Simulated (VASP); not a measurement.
# AlFe (P4/mmm) in VASP: notebook

AlFe is run at these levels: PBEsol; tasks: single point.

Program: VASP 6.6.1. These are calculated values, not measurements. Logs are shortened: lines on timing, memory, paths and dates and some standing lists are left out, and cuts for length are marked.

### 1 The cell of the first run

It takes space group P4/mmm (No. 123, tetragonal). The conventional cell has a = 2.603 Å, b = 2.603 Å, c = 2.855 Å, α = 90.00°, β = 90.00°, γ = 90.00°. Al (site symmetry 4/mmm) has 8 Fe at 2.33 Å and 6 Al at 2.60 to 2.86 Å within 3.1 Å. Fe (site symmetry 4/mmm) has 8 Al at 2.33 Å and 6 Fe at 2.60 to 2.86 Å within 3.1 Å.

### 2 Single point, PBEsol, collinear spin, ferromagnetic start (9.67 Å³/atom)

Contents of INCAR:

```
ALGO = Fast
EDIFF = 1E-6
ENCUT = 520
GGA = PS
ISIF = 2
ISMEAR = 0
ISPIN = 2
LASPH = T
LCHARG = F
LMAXMIX = 4
LORBIT = 11
LREAL = F
LWAVE = F
MAGMOM = 0 0.75
NBANDS = 16
NELM = 150
PREC = Accurate
SIGMA = 0.15
```

Contents of KPOINTS:

```
k-points
0
Gamma
  18 18 18
```

Contents of POSCAR:

```
AlFe
1.0
    2.6027553998      0.0000000000      0.0000000000
    0.0000000000      2.6027553998      0.0000000000
    0.0000000000      0.0000000000      2.8554829491
Al Fe
1 1
Direct
    0.0000000000      0.0000000000      0.0000000000
    0.5000000000      0.5000000000      0.5000000000
```

Potentials or basis: VASP PAW PBE potentials, release 64 (Al, Fe).

Run with:

```sh
cat potpaw_PBE.64/Al/POTCAR potpaw_PBE.64/Fe/POTCAR > POTCAR
mpirun -np 1 vasp_std > vasp.out
```

OUTCAR:

```text
EDIFF = 1E-6
   ENCUT = 520
   GGA = PS
   ISIF = 2
   ISMEAR = 0
   ISPIN = 2
   LASPH = T
   LORBIT = 11
   LREAL = F
   NELM = 150
   PREC = Accurate

 ion  position               nearest neighbor table
   1  0.000  0.000  0.000-   2 2.33   2 2.33   2 2.33   2 2.33   2 2.33   2 2.33   2 2.33   2 2.33

   2  0.500  0.500  0.500-   1 2.33   1 2.33   1 2.33   1 2.33   1 2.33   1 2.33   1 2.33   1 2.33

  LATTYP: Found a simple tetragonal cell.
 ALAT       =     2.6027553998
 C/A-ratio  =     1.0971000000

  Lattice vectors:

 A1 = (   2.6027553998,   0.0000000000,   0.0000000000)
 A2 = (   0.0000000000,   2.6027553998,   0.0000000000)
 A3 = (   0.0000000000,   0.0000000000,   2.8554829491)

Analysis of symmetry for initial positions (statically):
=====================================================================
 Subroutine PRICEL returns:
 Original cell was already a primitive cell.

 Routine SETGRP: Setting up the symmetry group for a
 simple tetragonal supercell.

 Subroutine GETGRP returns: Found 16 space group operations
 (whereof 16 operations were pure point group operations)
 out of a pool of 16 trial point group operations.

The static configuration has the point symmetry D_4h.

Analysis of symmetry for dynamics (positions and initial velocities):
=====================================================================
 Subroutine PRICEL returns:
 Original cell was already a primitive cell.

 Routine SETGRP: Setting up the symmetry group for a
 simple tetragonal supercell.

 Subroutine GETGRP returns: Found 16 space group operations
 (whereof 16 operations were pure point group operations)
 out of a pool of 16 trial point group operations.

The dynamic configuration has the point symmetry D_4h.

Analysis of structural, dynamic, and magnetic symmetry:
=====================================================================
 Subroutine PRICEL returns:
 Original cell was already a primitive cell.

 Routine SETGRP: Setting up the symmetry group for a
 simple tetragonal supercell.

 Subroutine GETGRP returns: Found 16 space group operations
 (whereof 16 operations were pure point group operations)
 out of a pool of 16 trial point group operations.

The overall configuration has the point symmetry D_4h.

 Subroutine INISYM returns: Found 16 space group operations
[... 119 lines left out ...]
  Fermi-wavevector in a.u.,A,eV,Ry     =   1.356304  2.563042 25.028732  1.839560
  Thomas-Fermi vector in A             =   2.483318
   LORBIT       =     11    0 simple, 1 ext, 2 COOP (PROOUT), +10 PAW based schemes
   GGA     = PS    functional components
   LHFCALC =     F    Hartree Fock is set to
   AEXX    =    0.0000 exact exchange contribution
   IVDW    =     0    specifies the selected vdW correction
   LEPSILON=     F    determine dielectric tensor
   LRPA    =     F    only Hartree local field effects (RPA)
 spin polarized calculation
 RMM-DIIS sequential band-by-band and
 Gauss-broadening in eV      SIGMA  =   0.15
  energy-cutoff  :      520.00
  volume of cell :       19.34
 maximum number of plane-waves:       540
 NGX is ok and might be reduce to    20
   NGX =  9   NGY =  9   NGZ = 11

 number of electron      10.9999998 magnetization       0.4253280

 Free energy of the ion-electron system (eV)
  ---------------------------------------------------
  ext. energy  EPLUGINS =         0.00000000
  ---------------------------------------------------
  free energy    TOTEN  =       -13.18612164 eV

  energy without entropy =      -13.16364488  energy(sigma->0) =      -13.17488326

 E-fermi :  10.1824     XC(G=0): -13.2773

 val. band max:       10.1813056172   @ k =   0.5000   0.1667   0.3333
 cond. band min:      10.1823792563   @ k =   0.5000   0.0556   0.0000
 fundamental gap:      0.0010736391
 Fermi energy:        10.1823766630

 spin component 1

 k-point     1 :       0.0000    0.0000    0.0000
  band No.  band energies     occupation
      1      -1.3983      1.00000
      2       6.8139      1.00000
      3       7.0668      1.00000
      4      10.0176      0.93983
      5      10.0176      0.93983
      6      10.3497      0.05732
[... 435 lines left out ...]
      5       9.2004      1.00000
      6       9.9527      0.98481
[... 8 lines left out ...]
     15      32.3716      0.00000
     16      35.1293      0.00000

 [... further k-points ...]

 spin component 2

 k-point     1 :       0.0000    0.0000    0.0000
  band No.  band energies     occupation
      1      -1.3687      1.00000
      2       7.0301      1.00000
      3       7.2771      1.00000
      4      10.4652      0.00383
      5      10.4652      0.00383
      6      10.9190      0.00000
[... 435 lines left out ...]
      5       9.6761      1.00000
      6      10.3948      0.02263
[... 8 lines left out ...]
     15      32.4062      0.00000
     16      35.1631      0.00000

 [... further k-points ...]

------------------------ aborting loop because EDIFF is reached ----------------------------------------

  FORCE on cell =-STRESS in cart. coord.  units (eV):
  Direction    XX          YY          ZZ          XY          YZ          ZX
  --------------------------------------------------------------------------------------
  -------------------------------------------------------------------------------------
  Total        6.7259944      6.7259944      4.3430949      0.0000000     -0.0000000     -0.0000000
  in kB      557.0841481    557.0841481    359.7191965      0.0000000     -0.0000000     -0.0000000
  external PRESSURE =     491.2958309 kB  Pullay stress =       0.0000000 kB

 VOLUME and BASIS-vectors are now :
 -----------------------------------------------------------------------------
  energy-cutoff  :      520.00
  volume of cell :       19.34
      direct lattice vectors                 reciprocal lattice vectors
     2.602755400  0.000000000  0.000000000     0.384208213  0.000000000  0.000000000
     0.000000000  2.602755400  0.000000000     0.000000000  0.384208213  0.000000000
     0.000000000  0.000000000  2.855482949     0.000000000  0.000000000  0.350203457

 POSITION                                       TOTAL-FORCE (eV/Angst)
 -----------------------------------------------------------------------------------
      0.00000      0.00000      0.00000         0.000000      0.000000      0.000000
      1.30138      1.30138      1.42774         0.000000      0.000000      0.000000
 -----------------------------------------------------------------------------------
    total drift:                               -0.000000      0.000000      0.000000

  FREE ENERGIE OF THE ION-ELECTRON SYSTEM (eV)
  ---------------------------------------------------
  free  energy   TOTEN  =       -13.1861216386 eV

  energy  without entropy=      -13.1636448822  energy(sigma->0) =      -13.17488326

 total charge

# of ion       s       p       d       tot
------------------------------------------
    1        0.437   0.545   0.000   0.982
    2        0.529   0.686   6.723   7.937
--------------------------------------------------
tot          0.966   1.231   6.723   8.919

 magnetization (x)

# of ion       s       p       d       tot
------------------------------------------
    1       -0.004  -0.008   0.000  -0.011
    2       -0.000   0.006   0.430   0.436
--------------------------------------------------
tot         -0.004  -0.001   0.430   0.425
```

OSZICAR:

```text
N       E                     dE             d eps       ncg     rms          rms(c)
DAV:   1     0.308760390939E+02    0.30876E+02   -0.43591E+03 36448   0.694E+02
DAV:   2    -0.137554064439E+02   -0.44631E+02   -0.40016E+02 42552   0.149E+02
DAV:   3    -0.152513993074E+02   -0.14960E+01   -0.14829E+01 42440   0.283E+01
[... 12 lines left out ...]
RMM:  16    -0.131861093982E+02   -0.16259E-04   -0.67343E-06 43326   0.200E-02    0.579E-02
RMM:  17    -0.131861148658E+02   -0.54676E-05   -0.23350E-06 38312   0.115E-02    0.382E-02
RMM:  18    -0.131861194016E+02   -0.45358E-05   -0.15592E-05 56725   0.274E-02    0.220E-02
RMM:  19    -0.131861215565E+02   -0.21549E-05   -0.97521E-07 33599   0.924E-03    0.995E-03
RMM:  20    -0.131861216386E+02   -0.82175E-07   -0.14925E-07 20502   0.348E-03
   1 F= -.13186122E+02 E0= -.13174883E+02  d E =-.224768E-01  mag=     0.4259
```

stdout:

```text
POSCAR found type information on POSCAR AlFe
 POSCAR found :  2 types and       2 ions
 scaLAPACK will be used
 -----------------------------------------------------------------------------
|                                                                             |
|                                                                             |
[... 21 lines left out ...]
WARNING in EDDRMM: call to ZHEGV failed, returncode =   6  3     15
WARNING in EDDRMM: call to ZHEGV failed, returncode =   8  4     16
WARNING in EDDRMM: call to ZHEGV failed, returncode =   8  4     14
WARNING in EDDRMM: call to ZHEGV failed, returncode =   6  3     15
WARNING in EDDRMM: call to ZHEGV failed, returncode =   6  3     15
WARNING in EDDRMM: call to ZHEGV failed, returncode =   8  4     16
WARNING in EDDRMM: call to ZHEGV failed, returncode =   8  4     13
WARNING in EDDRMM: call to ZHEGV failed, returncode =   6  3     15
```

Run time: 2.9 min. Hardware: 1 thread of Intel Xeon 6975P-C (Granite Rapids), shared host; peak memory 0.36 GiB.

Results:

- Free energy: -13.1861 eV
- Pressure: 49.1 GPa
- Net moment: 0.43 μB per cell
- Site moments: Al -0.01; Fe +0.44 μB
- Valence electrons inside the program's atomic spheres: Al 0.98; Fe 7.94

Stress tensor (GPa, compression positive):
```
55.71  0.00  0.00
 0.00 55.71  0.00
 0.00  0.00 35.97
```

Caveat: the stress differs along the axes, from 36 to 56 GPa; the PAW data sets were made with another functional, which shifts forces and pressure a little.

### 3 Single point, PBEsol, collinear spin, ferromagnetic start (9.67 Å³/atom)

Contents of INCAR:

```
PREC = Accurate ; ENCUT = 520
EDIFF = 1E-6 ; ISMEAR = 0
SIGMA = 0.15 ; LREAL = False
LASPH = True ; NELM = 150
ALGO = Fast ; ISIF = 2
LWAVE = False ; LCHARG = False
ISPIN = 2 ; MAGMOM = 0 0.75
LORBIT = 11 ; LMAXMIX = 4
GGA = PS ; NBANDS = 16
```

Contents of KPOINTS:

```
regular mesh
0
Gamma
  18 18 18
```

Contents of POSCAR:

```
AlFe
1.0
    2.4466998869      0.0000000000      0.0000000000
    0.0000000000      2.4466998869      0.0000000000
    0.0000000000      0.0000000000      3.2313565406
Al Fe
1 1
Direct
    0.0000000000      0.0000000000      0.0000000000
    0.5000000000      0.5000000000      0.5000000000
```

Potentials or basis: VASP PAW PBE potentials, release 64 (Al, Fe).

Run with:

```sh
cat potpaw_PBE.64/Al/POTCAR potpaw_PBE.64/Fe/POTCAR > POTCAR
mpirun -np 1 vasp_std > vasp.out
```

OUTCAR:

```text
PREC = Accurate
   ENCUT = 520
   EDIFF = 1E-6
   ISMEAR = 0
   LREAL = False
   LASPH = True
   NELM = 150
   ISIF = 2
   ISPIN = 2
   LORBIT = 11
   GGA = PS

 ion  position               nearest neighbor table
   1  0.000  0.000  0.000-   2 2.37   2 2.37   2 2.37   2 2.37   2 2.37   2 2.37   2 2.37   2 2.37

   2  0.500  0.500  0.500-   1 2.37   1 2.37   1 2.37   1 2.37   1 2.37   1 2.37   1 2.37   1 2.37

  LATTYP: Found a simple tetragonal cell.
 ALAT       =     2.4466998869
 C/A-ratio  =     1.3207000000

  Lattice vectors:

 A1 = (   2.4466998869,   0.0000000000,   0.0000000000)
 A2 = (   0.0000000000,   2.4466998869,   0.0000000000)
 A3 = (   0.0000000000,   0.0000000000,   3.2313565406)

Analysis of symmetry for initial positions (statically):
=====================================================================
 Subroutine PRICEL returns:
 Original cell was already a primitive cell.

 Routine SETGRP: Setting up the symmetry group for a
 simple tetragonal supercell.

 Subroutine GETGRP returns: Found 16 space group operations
 (whereof 16 operations were pure point group operations)
 out of a pool of 16 trial point group operations.

The static configuration has the point symmetry D_4h.

Analysis of symmetry for dynamics (positions and initial velocities):
=====================================================================
 Subroutine PRICEL returns:
 Original cell was already a primitive cell.

 Routine SETGRP: Setting up the symmetry group for a
 simple tetragonal supercell.

 Subroutine GETGRP returns: Found 16 space group operations
 (whereof 16 operations were pure point group operations)
 out of a pool of 16 trial point group operations.

The dynamic configuration has the point symmetry D_4h.

Analysis of structural, dynamic, and magnetic symmetry:
=====================================================================
 Subroutine PRICEL returns:
[... 154 lines left out ...]
  free energy    TOTEN  =       -12.82514235 eV

  energy without entropy =      -12.80006271  energy(sigma->0) =      -12.81260253

 E-fermi :  10.6561     XC(G=0): -13.2768

 val. band max:       10.6558411743   @ k =   0.4444   0.1111   0.1667
 cond. band min:      10.6569999938   @ k =   0.5000   0.1111   0.1667
 fundamental gap:      0.0011588195
 Fermi energy:        10.6561047486

 spin component 1

 k-point     1 :       0.0000    0.0000    0.0000
  band No.  band energies     occupation
      1      -1.4957      1.00000
      2       6.3039      1.00000
      3       6.9689      1.00000
      4       9.8206      1.00000
      5       9.8206      1.00000
      6      10.2942      0.99968
[... 435 lines left out ...]
      5       9.1964      1.00000
      6       9.6507      1.00000
[... 8 lines left out ...]
     15      31.9896      0.00000
     16      37.0695      0.00000

 [... further k-points ...]

 spin component 2

 k-point     1 :       0.0000    0.0000    0.0000
  band No.  band energies     occupation
      1      -1.4158      1.00000
      2       6.9917      1.00000
      3       7.5954      1.00000
      4      10.8959      0.01188
      5      10.8959      0.01187
      6      11.6828      0.00000
[... 435 lines left out ...]
      5      10.6853      0.39144
      6      10.7577      0.16916
[... 8 lines left out ...]
     15      32.0796      0.00000
     16      37.1431      0.00000

 [... further k-points ...]

------------------------ aborting loop because EDIFF is reached ----------------------------------------

  FORCE on cell =-STRESS in cart. coord.  units (eV):
  Direction    XX          YY          ZZ          XY          YZ          ZX
  --------------------------------------------------------------------------------------
  -------------------------------------------------------------------------------------
  Total        8.0257251      8.0257251      5.6974712      0.0000000      0.0000000      0.0000000
  in kB      664.7350498    664.7350498    471.8961559      0.0000000      0.0000000      0.0000000
  external PRESSURE =     600.4554185 kB  Pullay stress =       0.0000000 kB

 VOLUME and BASIS-vectors are now :
 -----------------------------------------------------------------------------
  energy-cutoff  :      520.00
  volume of cell :       19.34
      direct lattice vectors                 reciprocal lattice vectors
     2.446699887  0.000000000  0.000000000     0.408713797  0.000000000  0.000000000
     0.000000000  2.446699887  0.000000000     0.000000000  0.408713797  0.000000000
     0.000000000  0.000000000  3.231356541     0.000000000  0.000000000  0.309467553

 POSITION                                       TOTAL-FORCE (eV/Angst)
 -----------------------------------------------------------------------------------
      0.00000      0.00000      0.00000         0.000000      0.000000      0.000000
      1.22335      1.22335      1.61568         0.000000      0.000000      0.000000
 -----------------------------------------------------------------------------------
    total drift:                                0.000000     -0.000000      0.000000

  FREE ENERGIE OF THE ION-ELECTRON SYSTEM (eV)
  ---------------------------------------------------
  free  energy   TOTEN  =       -12.8251423542 eV

  energy  without entropy=      -12.8000627134  energy(sigma->0) =      -12.81260253

 total charge

# of ion       s       p       d       tot
------------------------------------------
    1        0.444   0.560   0.000   1.004
    2        0.558   0.713   6.651   7.923
--------------------------------------------------
tot          1.002   1.273   6.651   8.926

 magnetization (x)

# of ion       s       p       d       tot
------------------------------------------
    1       -0.008  -0.017   0.000  -0.025
    2        0.009   0.019   1.177   1.204
--------------------------------------------------
tot          0.001   0.002   1.177   1.180
```

OSZICAR:

```text
N       E                     dE             d eps       ncg     rms          rms(c)
DAV:   1     0.308361951201E+02    0.30836E+02   -0.43619E+03 36432   0.693E+02
DAV:   2    -0.134402968400E+02   -0.44276E+02   -0.39867E+02 41952   0.148E+02
DAV:   3    -0.149194076118E+02   -0.14791E+01   -0.14628E+01 42880   0.279E+01
DAV:   4    -0.149385092785E+02   -0.19102E-01   -0.19096E-01 43016   0.288E+00
DAV:   5    -0.149390953751E+02   -0.58610E-03   -0.58608E-03 44128   0.543E-01    0.176E+01
RMM:   6    -0.157765779569E+02   -0.83748E+00   -0.74686E+00 43478   0.304E+01    0.149E+01
RMM:   7    -0.128726666733E+02    0.29039E+01   -0.15396E+00 41161   0.136E+01    0.404E+00
RMM:   8    -0.128113465761E+02    0.61320E-01   -0.16059E-02 41477   0.856E-01    0.152E+00
RMM:   9    -0.128231833757E+02   -0.11837E-01   -0.77328E-03 42548   0.591E-01    0.113E+00
RMM:  10    -0.128268532905E+02   -0.36699E-02   -0.40428E-03 44352   0.448E-01    0.478E-01
RMM:  11    -0.128254306855E+02    0.14226E-02   -0.93762E-04 44747   0.237E-01    0.257E-01
RMM:  12    -0.128251762235E+02    0.25446E-03   -0.26436E-04 48116   0.110E-01    0.126E-01
RMM:  13    -0.128251703356E+02    0.58879E-05   -0.58598E-05 48145   0.605E-02    0.919E-02
RMM:  14    -0.128251420527E+02    0.28283E-04   -0.19829E-05 50690   0.301E-02    0.183E-02
RMM:  15    -0.128251423542E+02   -0.30143E-06   -0.37288E-06 44686   0.132E-02
   1 F= -.12825142E+02 E0= -.12812603E+02  d E =-.250796E-01  mag=     1.1822
```

It took 2 min on 1 thread of Intel Xeon 6975P-C (Granite Rapids), shared host; peak memory 0.35 GiB.

What came out:

- Free energy: -12.8251 eV
- Pressure: 60.0 GPa
- Net moment: 1.18 μB per cell
- Site moments: Al -0.03; Fe +1.20 μB
- Valence electrons inside the program's atomic spheres: Al 1.00; Fe 7.92

Caveat: the stress differs along the axes, from 47 to 66 GPa; the PAW data sets were made with another functional, which shifts forces and pressure a little.
